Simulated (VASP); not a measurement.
Write the native input for VASP 6.6.1 that does the following.

| Property | Result |
| --- | --- |
| Task | single point |
| Functional | PBE |
| Potentials or basis | VASP PAW PBE potentials, release 64 (Mg, S) |
| Cutoff | 520 eV |
| k mesh | 6 × 6 × 6 |
| Occupations | gaussian, width 0.01 eV |
| Spin | no spin polarisation |
| Dipole correction | no |
| Further INCAR settings | ALGO = Normal; EDIFF = 1e-06; NBANDS = 11 |

The structure of MgS lies in POSCAR:

```
MgS
1.0
    0.0000000000      2.7904558440      2.7904558440
    2.7904558440      0.0000000000      2.7904558440
    2.7904558440      2.7904558440      0.0000000000
Mg S
1 1
Direct
    0.0000000000      0.0000000000      0.0000000000
    0.7500000000      0.7500000000      0.7500000000
```

This cell differs from its parent crystal: volume changed by -6%.

The input as run:

INCAR

```
ALGO = Normal
EDIFF = 1E-6
ENCUT = 520
GGA = PE
ISIF = 2
ISMEAR = 0
LASPH = T
LCHARG = F
LREAL = F
LWAVE = F
NBANDS = 11
NELM = 100
PREC = Accurate
SIGMA = 0.01
```

KPOINTS

```
k-points
0
Gamma
  6 6 6
```

Potentials or basis: VASP PAW PBE potentials, release 64 (Mg, S).

The run is started by

```sh
$ cat potpaw_PBE.64/Mg/POTCAR potpaw_PBE.64/S/POTCAR > POTCAR
$ mpirun -np 1 vasp_std > vasp.out
```

It gave:

```
Pressure               : 3.7 GPa
Band gap on the k mesh : 3.68 eV, direct
```

It took 5.3 s on 1 thread of Intel Xeon 6975P-C (shared host), peak memory 0.16 GiB.
